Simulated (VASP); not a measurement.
A run of VASP 6.6.1 is set up as follows.

File POSCAR:

```
SiC
1.0
    0.0000000000      2.1997448338      2.1997448338
    2.1997448338      0.0000000000      2.1997448338
    2.1997448338      2.1997448338      0.0000000000
Si C
1 1
Direct
    0.0000000000      0.0000000000      0.0000000000
    0.2500000000      0.2500000000      0.2500000000
```

INCAR.step1

```
PREC = Accurate
ENCUT = 520
ISMEAR = 0
SIGMA = 0.02
LREAL = False
LASPH = True
NELM = 80
NBANDS = 11
GGA = PE
ALGO = Normal
EDIFF = 1E-4
LWAVE = True
LCHARG = False
```

Contents of INCAR.step2:

```
PREC = Accurate
ENCUT = 520
EDIFF = 1E-6
ISMEAR = 0
SIGMA = 0.02
LREAL = False
LASPH = True
NELM = 80
ALGO = Normal
ISIF = 2
LWAVE = False
LCHARG = True
METAGGA = R2SCAN
LMIXTAU = True
LELF = True
LVHAR = True
NBANDS = 11
ISTART = 1
```

KPOINTS

```
regular mesh
0
Gamma
  10 10 10
```

Potentials or basis: VASP PAW PBE potentials, release 64 (Si, C).

Launch:

```console
$ cat potpaw_PBE.64/Si/POTCAR potpaw_PBE.64/C/POTCAR > POTCAR
$ cp INCAR.step1 INCAR
$ mpirun -np 1 vasp_std > vasp.out
$ cp INCAR.step2 INCAR
$ mpirun -np 1 vasp_std > vasp.out
```

Problem. Predict the band gap on the k mesh.

Solution. 1.74 eV, indirect (least direct gap 5.02 eV).

Problem. Predict the pressure.

Solution. -6.5 GPa.

Caveat: the PAW data sets were made with another functional, which shifts forces and pressure a little. A k mesh can miss the band edges.
